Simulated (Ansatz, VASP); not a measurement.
## Tl3I2: VASP beside Ansatz

File INCAR:

```
ALGO = Normal ; EDIFF = 1E-6
ENCUT = 500 ; GGA = PE
GGA_COMPAT = False ; ISIF = 2
ISMEAR = 0 ; LASPH = True
LCHARG = False ; LREAL = False
LWAVE = False ; NBANDS = 34
NELM = 120 ; PREC = Accurate
SIGMA = 0.1
```

File KPOINTS:

```
k-points
0
Gamma
  6 6 4
```

Contents of POSCAR:

```
Tl3I2
1.0
    5.0002150374      0.0000000000      0.0000000000
   -2.5001075187      4.3303132467      0.0000000000
    0.0000000000      0.0000000000      7.7795223804
Tl I
3 2
Direct
    0.0000000000      0.0000000000      0.0000000000
    0.3333333333      0.6666666667      0.6450000000
    0.6666666667      0.3333333333      0.3550000000
    0.3333333333      0.6666666667      0.2450000000
    0.6666666667      0.3333333333      0.7550000000
```

Input for Ansatz:

```yaml
crystal:
  lattice:
    - [5.0002150374, 0.0, 0.0]
    - [-2.5001075187, 4.3303132467, 0.0]
    - [0.0, 0.0, 7.7795223804]
  atoms:
    - { symbol: Tl, position: [0.0, 0.0, 0.0] }
    - { symbol: Tl, position: [0.3333333333, 0.6666666667, 0.645] }
    - { symbol: Tl, position: [0.6666666667, 0.3333333333, 0.355] }
    - { symbol: I, position: [0.3333333333, 0.6666666667, 0.245] }
    - { symbol: I, position: [0.6666666667, 0.3333333333, 0.755] }
basis:
  ecutwfc: 420
kpoints:
  mp_grid: { grid: [6, 6, 4] }
hamiltonian:
  xc: pbe
scf:
  occupations: { method: gaussian, width: 0.1 }
  lower_state_search: "off"
output:
  forces: true
  stress: true
  eigenvalues: true
```

Alike in both runs: task single point; functional PBE; k mesh 6 × 6 × 4; occupations gaussian, width 0.1 eV; no spin polarisation.

```csv
,VASP,Ansatz
version,VASP 6.6.1,Ansatz 0.2.0
potentials or method,"VASP PAW PBE potentials, release 64 (Tl_d, I), cutoff 500 eV","scalar-relativistic, plane waves, PAW"
valence electrons in the cell,53,73
```

|  | VASP | Ansatz | Ansatz less VASP |
| --- | --- | --- | --- |
| gap on the k mesh at the Fermi level (eV) | none | none | - |
| pressure (GPa) | 10.5 | 10.6 | +0.06 |
| traceless stress, the component that is largest in VASP (GPa) | -1.03 | -1.03 | -0.003 |
| rms of the force components (eV/Å) | 0.557 | 0.559 | +0.0013 |

Atom by atom the forces differ by 0.001 eV/Å (rms over components). A gap of «none» marks a metal or a gap that the smearing closes. VASP's potentials hold 53 valence electrons a cell and Ansatz's 73, so a difference there can come from the potentials and not from the codes.

Spin-orbit coupling is off throughout.
